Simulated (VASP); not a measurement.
A run of VASP 6.6.1:

Contents of INCAR:

```
PREC = Accurate
ENCUT = 520
EDIFF = 1E-7
ISMEAR = 0
SIGMA = 0.1
LREAL = F
LASPH = T
NELM = 60
ALGO = Normal
ISIF = 2
LWAVE = F
LCHARG = F
GGA = PE
NBANDS = 50
```

The input KPOINTS:

```
Automatic mesh
0
Gamma
  2 6 4
```

File POSCAR:

```
PbO
1.0
   11.0053102186      0.0000000000      0.0000000000
    0.0000000000      3.8476419825      0.0000000000
    0.0000000000      0.0000000000      4.5328385000
Pb O
4 4
Direct
    0.1210000000      0.2500000000      0.1060000000
    0.8790000000      0.7500000000      0.8940000000
    0.3790000000      0.7500000000      0.6060000000
    0.6210000000      0.2500000000      0.3940000000
    0.8520000000      0.2500000000      0.5030000000
    0.1480000000      0.7500000000      0.4970000000
    0.6480000000      0.7500000000      0.0030000000
    0.3520000000      0.2500000000      0.9970000000
```

Potentials or basis: VASP PAW PBE potentials, release 64 (Pb_d, O).

The run is started by

```console
$ cat potpaw_PBE.64/Pb_d/POTCAR potpaw_PBE.64/O/POTCAR > POTCAR
$ mpirun -np 1 vasp_std > vasp.out
```

Hardware: 1 thread of Intel(R) Xeon(R) Platinum 8259CL CPU @ 2.50GHz (Skylake/Cascade Lake), with other jobs on the host.

Problem. How long does it take, and how much memory?

Solution. Run time: 3.8 min on 1 thread of Intel(R) Xeon(R) Platinum 8259CL CPU @ 2.50GHz (Skylake/Cascade Lake), on a shared host, peak memory 0.38 GiB. Counts: scf iterations 18, k points 24.
